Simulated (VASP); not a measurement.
Write the native input for VASP 6.6.1 that does the following.

| Quantity | Value |
| --- | --- |
| Task | single point |
| Functional | PBEsol |
| Potentials or basis | VASP PAW PBE potentials, release 64 (Sn_d, Se) |
| Cutoff | 520 eV |
| k mesh | 5 × 5 × 5 |
| Occupations | gaussian, width 0.01 eV |
| Spin | no spin polarisation |
| Dipole correction | no |
| Further INCAR settings | ALGO = Normal; EDIFF = 1e-06; NBANDS = 17 |

The structure of SnSe lies in POSCAR:

```
SnSe
1.0
    0.0000000000      2.9274923669      2.9274923669
    2.9274923669      0.0000000000      2.9274923669
    2.9274923669      2.9274923669      0.0000000000
Sn Se
1 1
Direct
    0.0000000000      0.0000000000      0.0000000000
    0.5000000000      0.5000000000      0.5000000000
```

The input as run:

INCAR

```
SYSTEM = SnSe
ALGO = Normal
EDIFF = 1E-6
ENCUT = 520
GGA = PS
ISIF = 2
ISMEAR = 0
LASPH = .True.
LCHARG = .False.
LREAL = .False.
LWAVE = .False.
NBANDS = 17
NELM = 80
PREC = Accurate
SIGMA = 0.01
```

KPOINTS

```
k-points
0
Gamma
  5 5 5
  0 0 0
```

Potentials or basis: VASP PAW PBE potentials, release 64 (Sn_d, Se).

Launch:

```bash
$ cat potpaw_PBE.64/Sn_d/POTCAR potpaw_PBE.64/Se/POTCAR > POTCAR
$ mpirun -np 1 vasp_std > vasp.out
```

It gave:

```yaml
Pressure: 2.7 GPa
```

Caveat: the PAW data sets were made with another functional, which shifts forces and pressure a little.

Run time: 6.6 s on 1 thread of AMD EPYC 9R45 96-Core Processor (Zen 5), on a shared host, peak memory 0.14 GiB.
